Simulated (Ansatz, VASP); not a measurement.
# Mg3ZnC in VASP and in Ansatz

File INCAR:

```
SYSTEM = Mg3ZnC
PREC     = Accurate       ! precision mode
ENCUT    = 520            ! plane-wave cutoff, eV
EDIFF    = 1E-6           ! SCF threshold, eV
ISMEAR   = 0              ! smearing method
SIGMA    = 0.1            ! smearing width, eV
LREAL    = .False.        ! projectors in reciprocal space
LASPH    = .True.         ! aspherical terms in the spheres
NELM     = 100            ! most SCF steps
ALGO     = Normal         ! electronic algorithm
ISIF     = 2              ! what is computed and relaxed
LWAVE    = .False.        ! write WAVECAR
LCHARG   = .False.        ! write CHGCAR
GGA      = PE             ! functional
NBANDS   = 19             ! bands
```

Contents of KPOINTS:

```
Automatic mesh
0
Gamma
  6 6 6
  0 0 0
```

POSCAR

```
Mg3ZnC
1.0
   -2.0491455501      2.0491455501      5.0338555171
    2.0491455501     -2.0491455501      5.0338555171
    2.0491455501      2.0491455501     -5.0338555171
Mg Zn C
3 1 1
Direct
    0.8858000000      0.3858000000      0.5000000000
    0.3858000000      0.8858000000      0.5000000000
    0.7504000000      0.7504000000      0.0000000000
    0.1365000000      0.1365000000      0.0000000000
    0.5221000000      0.5221000000      0.0000000000
```

Input for Ansatz:

```yaml
crystal:
  lattice:
    - [-2.0491455501, 2.0491455501, 5.0338555171]
    - [2.0491455501, -2.0491455501, 5.0338555171]
    - [2.0491455501, 2.0491455501, -5.0338555171]
  atoms:
    - { symbol: Mg, position: [0.8858, 0.3858, 0.5] }
    - { symbol: Mg, position: [0.3858, 0.8858, 0.5] }
    - { symbol: Mg, position: [0.7504, 0.7504, 0.0] }
    - { symbol: Zn, position: [0.1365, 0.1365, 0.0] }
    - { symbol: C, position: [0.5221, 0.5221, 0.0] }
basis:
  ecutwfc: 420
kpoints:
  mp_grid: { grid: [6, 6, 6] }
hamiltonian:
  xc: pbe
scf:
  occupations: { method: gaussian, width: 0.1 }
  lower_state_search: "off"
output:
  forces: true
  stress: true
  eigenvalues: true
```

Alike in both runs: task single point; functional PBE; k mesh 6 × 6 × 6; occupations gaussian, width 0.1 eV; no spin polarisation.

|  | VASP | Ansatz |
| --- | --- | --- |
| version | VASP 6.6.1 | Ansatz 0.2.0 |
| potentials or method | VASP PAW PBE potentials, release 64 (Mg, Zn, C), cutoff 520 eV | scalar-relativistic, plane waves, PAW |
| valence electrons in the cell | 22 | 46 |

Ansatz gave:

```
gap on the k mesh at the Fermi level (eV)                     : none
pressure (GPa)                                                : 5.6
traceless stress, the component that is largest in VASP (GPa) : -3.48
rms of the force components (eV/Å)                            : 1.891
```

Task: Which values does VASP return?

Result: gap on the k mesh at the Fermi level (eV): none; pressure (GPa): 5.7; traceless stress, the component that is largest in VASP (GPa): -3.47; rms of the force components (eV/Å): 1.904.

Atom by atom the forces differ by 0.014 eV/Å (rms over components). A gap of «none» marks a metal or a gap that the smearing closes. The functional is the same, so the differences come from potentials, cutoffs and numerics. VASP's potentials hold 22 valence electrons a cell and Ansatz's 46, so a difference there can come from the potentials and not from the codes.

The k mesh is coarse, so the values compare programs but aren't converged.
